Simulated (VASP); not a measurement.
# CoSi (P2_13) in VASP: notebook, part 2 of 2

VASP 6.6.1.

### 4 Single point, r2SCAN

This run uses another cell than the first one, of 10.53 Å³/atom, 1.042 times its volume.

Input file POSCAR:

```
CoSi
1.0
    4.3835274804      0.0000000000      0.0000000000
    0.0000000000      4.3835274804      0.0000000000
    0.0000000000      0.0000000000      4.3835274804
Co Si
4 4
Direct
    0.1456680264      0.1456680264      0.1456680264
    0.3543319736      0.8543319736      0.6456680264
    0.6456680264      0.3543319736      0.8543319736
    0.8543319736      0.6456680264      0.3543319736
    0.8436088031      0.8436088031      0.8436088031
    0.6563911969      0.1563911969      0.3436088031
    0.3436088031      0.6563911969      0.1563911969
    0.1563911969      0.3436088031      0.6563911969
```

Input file INCAR.step1:

```
SYSTEM = CoSi
ALGO     = Normal         ! electronic algorithm
EDIFF    = 1E-4           ! SCF threshold, eV
ENCUT    = 520            ! plane-wave cutoff, eV
GGA      = PE             ! functional
ISMEAR   = 0              ! smearing method
LASPH    = .TRUE.         ! aspherical terms in the spheres
LCHARG   = .FALSE.        ! write CHGCAR
LREAL    = .FALSE.        ! projectors in reciprocal space
LWAVE    = .TRUE.         ! write WAVECAR
NBANDS   = 36             ! bands
NELM     = 100            ! most SCF steps
PREC     = Accurate       ! precision mode
SIGMA    = 0.05           ! smearing width, eV
```

Input file INCAR.step2:

```
SYSTEM = CoSi
ALGO     = Normal         ! electronic algorithm
EDIFF    = 1E-6           ! SCF threshold, eV
ENCUT    = 520            ! plane-wave cutoff, eV
ISIF     = 2              ! what is computed and relaxed
ISMEAR   = 0              ! smearing method
ISTART   = 1            
LASPH    = .TRUE.         ! aspherical terms in the spheres
LCHARG   = .FALSE.        ! write CHGCAR
LMIXTAU  = .TRUE.       
LREAL    = .FALSE.        ! projectors in reciprocal space
LWAVE    = .FALSE.        ! write WAVECAR
METAGGA  = R2SCAN         ! meta-GGA
NBANDS   = 36             ! bands
NELM     = 100            ! most SCF steps
PREC     = Accurate       ! precision mode
SIGMA    = 0.05           ! smearing width, eV
```

Input file KPOINTS:

```
k-points
0
G
  8 8 8
  0 0 0
```

The run is started by

```
cat potpaw_PBE.64/Co/POTCAR potpaw_PBE.64/Si/POTCAR > POTCAR
cp INCAR.step1 INCAR
mpirun -np 1 vasp_std > vasp.out
cp INCAR.step2 INCAR
mpirun -np 1 vasp_std > vasp.out
```

Run time: 16 min. Hardware: 1 thread of AMD EPYC 7R43 (Zen 3), shared host; peak memory 0.24 GiB.

The run converged. Its results:

- Free energy: -91.9641 eV
- Pressure: 0.0 GPa
- Largest force: 0.005 eV/Å
- Band gap on the k mesh: zero (band 26 reaches 12.52 eV, above the bottom of band 27 at 12.32 eV)

Forces on the atoms (eV/Å):
```
Co   0.003  0.003  0.003
Co  -0.003 -0.003  0.003
Co   0.003 -0.003 -0.003
Co  -0.003  0.003 -0.003
Si   0.002  0.002  0.002
Si  -0.002 -0.002  0.002
Si   0.002 -0.002 -0.002
Si  -0.002  0.002 -0.002
```

Levels at points of the mesh, in eV from the Fermi level:
```csv
k point,band 23,band 24,band 25,band 26,band 27,band 28,band 29,band 30
"(0.00, 0.00, 0.00)",-0.88,-0.88,-0.01,-0.01,-0.01,2.85,2.85,2.85
"(0.50, 0.00, 0.00)",-0.73,-0.73,-0.52,-0.52,1.09,1.09,1.70,1.70
"(0.50, 0.50, 0.00)",-1.11,-1.11,-0.05,-0.05,0.68,0.68,2.28,2.28
"(0.50, 0.50, 0.50)",-1.35,-1.35,-0.21,-0.21,-0.21,-0.21,6.08,6.08
```

Caveat: the PAW data sets were made with another functional, which shifts forces and pressure a little. Spin polarisation is off, so any magnetic state and its effect on volume and gap are missing.

### 5 Single point, r2SCAN

This run uses another cell than the first one, of 10.52 Å³/atom, 1.042 times its volume.

Changes to POSCAR since step 4:

```diff
@@ -2,5 +2,5 @@
 1.0
-    4.3835274804      0.0000000000      0.0000000000
-    0.0000000000      4.3835274804      0.0000000000
-    0.0000000000      0.0000000000      4.3835274804
+    4.3829497400      0.0000000000      0.0000000000
+    0.0000000000      4.3829497400      0.0000000000
+    0.0000000000      0.0000000000      4.3829497400
 Co Si
```

Input file INCAR.step1:

```
SYSTEM = CoSi
PREC = Accurate
ENCUT = 520
ISMEAR = 0
SIGMA = 0.05
LREAL = .FALSE.
LASPH = .TRUE.
NELM = 100
NBANDS = 36
GGA = PE
ALGO = Normal
EDIFF = 1E-4
LWAVE = .TRUE.
LCHARG = .FALSE.
```

Input file INCAR.step2:

```
SYSTEM = CoSi
PREC = Accurate
ENCUT = 520
EDIFF = 1E-6
ISMEAR = 0
SIGMA = 0.05
LREAL = .FALSE.
LASPH = .TRUE.
NELM = 100
ALGO = Normal
ISIF = 2
LWAVE = .FALSE.
LCHARG = .FALSE.
METAGGA = R2SCAN
LMIXTAU = .TRUE.
NBANDS = 36
ISTART = 1
```

Input file KPOINTS:

```
regular mesh
0
G
  8 8 8
  0 0 0
```

The run is started by

```
cat potpaw_PBE.64/Co/POTCAR potpaw_PBE.64/Si/POTCAR > POTCAR
cp INCAR.step1 INCAR
mpirun -np 1 vasp_std > vasp.out
cp INCAR.step2 INCAR
mpirun -np 1 vasp_std > vasp.out
```

Wall time 15 min (1 thread of AMD EPYC 7R43 (Zen 3), shared host); peak memory 0.25 GiB.

Results (log left out):

| Item | Value |
| --- | --- |
| Free energy | -91.9641 eV |
| Pressure | 0.1 GPa |
| Largest force | 0.006 eV/Å |
| Band gap on the k mesh | zero (band 26 reaches 12.53 eV, above the bottom of band 27 at 12.32 eV) |

Forces in eV/Å, atoms in the order of the input:
```
Co   0.003  0.003  0.003
Co  -0.003 -0.003  0.003
Co   0.003 -0.003 -0.003
Co  -0.003  0.003 -0.003
Si   0.003  0.003  0.003
Si  -0.003 -0.003  0.003
Si   0.003 -0.003 -0.003
Si  -0.003  0.003 -0.003
```

Levels at points of the mesh, in eV from the Fermi level:
```tsv
k point	band 23	band 24	band 25	band 26	band 27	band 28	band 29	band 30
(0.00, 0.00, 0.00)	-0.88	-0.88	-0.01	-0.01	-0.01	2.86	2.86	2.86
(0.50, 0.00, 0.00)	-0.73	-0.73	-0.52	-0.52	1.09	1.09	1.71	1.71
(0.50, 0.50, 0.00)	-1.12	-1.12	-0.05	-0.05	0.68	0.68	2.28	2.28
(0.50, 0.50, 0.50)	-1.35	-1.35	-0.21	-0.21	-0.21	-0.21	6.09	6.09
```

Caveat: the PAW data sets were made with another functional, which shifts forces and pressure a little.

### 6 Single point, r2SCAN (volume scaled by 1.020)

Input file POSCAR:

```
CoSi
1.0
    4.4119767431      0.0000000000      0.0000000000
    0.0000000000      4.4119767431      0.0000000000
    0.0000000000      0.0000000000      4.4119767431
Co Si
4 4
Direct
    0.1449526021      0.1449526021      0.1449526021
    0.3550473979      0.8550473979      0.6449526021
    0.6449526021      0.3550473979      0.8550473979
    0.8550473979      0.6449526021      0.3550473979
    0.8433645242      0.8433645242      0.8433645242
    0.6566354758      0.1566354758      0.3433645242
    0.3433645242      0.6566354758      0.1566354758
    0.1566354758      0.3433645242      0.6566354758
```

Input file INCAR.step1:

```
PREC = Accurate
ENCUT = 520
ISMEAR = 0
SIGMA = 0.05
LREAL = F
LASPH = T
NELM = 60
NBANDS = 36
GGA = PE
ALGO = Normal
EDIFF = 1E-4
LWAVE = T
LCHARG = F
```

Input file INCAR.step2:

```
PREC = Accurate
ENCUT = 520
EDIFF = 1E-7
ISMEAR = 0
SIGMA = 0.05
LREAL = F
LASPH = T
NELM = 60
ALGO = Normal
ISIF = 2
LWAVE = F
LCHARG = F
METAGGA = R2SCAN
LMIXTAU = T
NBANDS = 36
ISTART = 1
```

Input file KPOINTS:

```
Automatic mesh
0
Gamma
  8 8 8
```

Potentials or basis: VASP PAW PBE potentials, release 64 (Co, Si).

The run is started by

```
cat potpaw_PBE.64/Co/POTCAR potpaw_PBE.64/Si/POTCAR > POTCAR
cp INCAR.step1 INCAR
mpirun -np 1 vasp_std > vasp.out
cp INCAR.step2 INCAR
mpirun -np 1 vasp_std > vasp.out
```

Run time: 7.7 min. Hardware: 1 thread of AMD EPYC 7R13 (Zen 3), shared host; peak memory 0.25 GiB.

Results (log left out):

- Free energy: -91.9406 eV
- Pressure: -4.5 GPa
- Largest force: 0.006 eV/Å
- Band gap on the k mesh: zero (band 26 reaches 12.22 eV, above the bottom of band 27 at 12.02 eV)

Forces in eV/Å, atoms in the order of the input:
```
Co   0.004  0.004  0.004
Co  -0.004 -0.004  0.004
Co   0.004 -0.004 -0.004
Co  -0.004  0.004 -0.004
Si   0.000  0.000  0.000
Si   0.000  0.000  0.000
Si   0.000  0.000  0.000
Si   0.000  0.000  0.000
```

Levels at points of the mesh, in eV from the Fermi level:
```tsv
k point	band 23	band 24	band 25	band 26	band 27	band 28	band 29	band 30
(0.00, 0.00, 0.00)	-0.86	-0.86	-0.01	-0.01	-0.01	2.76	2.76	2.76
(0.50, 0.00, 0.00)	-0.71	-0.71	-0.50	-0.50	1.06	1.06	1.63	1.63
(0.50, 0.50, 0.00)	-1.09	-1.09	-0.05	-0.05	0.65	0.65	2.20	2.20
(0.50, 0.50, 0.50)	-1.31	-1.31	-0.21	-0.21	-0.21	-0.21	5.94	5.94
```

Caveat: the cell differs from its parent crystal (volume scaled by 1.020); the PAW data sets were made with another functional, which shifts forces and pressure a little.

### 7 Overview

| cell | gap on the mesh (eV) | pressure (GPa) | largest force (eV/Å) |
| --- | --- | --- | --- |
| a = 4.324 Å, 8 atoms | none | 11.2 | 0.01 |
| a = 4.378 Å, 8 atoms | none | 1.1 | 0.01 |
| a = 4.384 Å, 8 atoms | none | 0.0 | - |
| a = 4.383 Å, 8 atoms | none | 0.1 | 0.01 |
| a = 4.412 Å, 8 atoms | none | -4.5 | 0.01 |

Alike in all rows: task single point; level r2SCAN; potentials or basis VASP PAW PBE potentials, release 64 (Co, Si); no spin polarisation; k mesh 8 × 8 × 8; cutoff (eV) 520; smearing gaussian 0.05 eV.

Caveats: the PAW data sets were made with another functional, which shifts forces and pressure a little.

Total energies depend on the potentials used, so only differences within one code and one set of settings carry meaning.
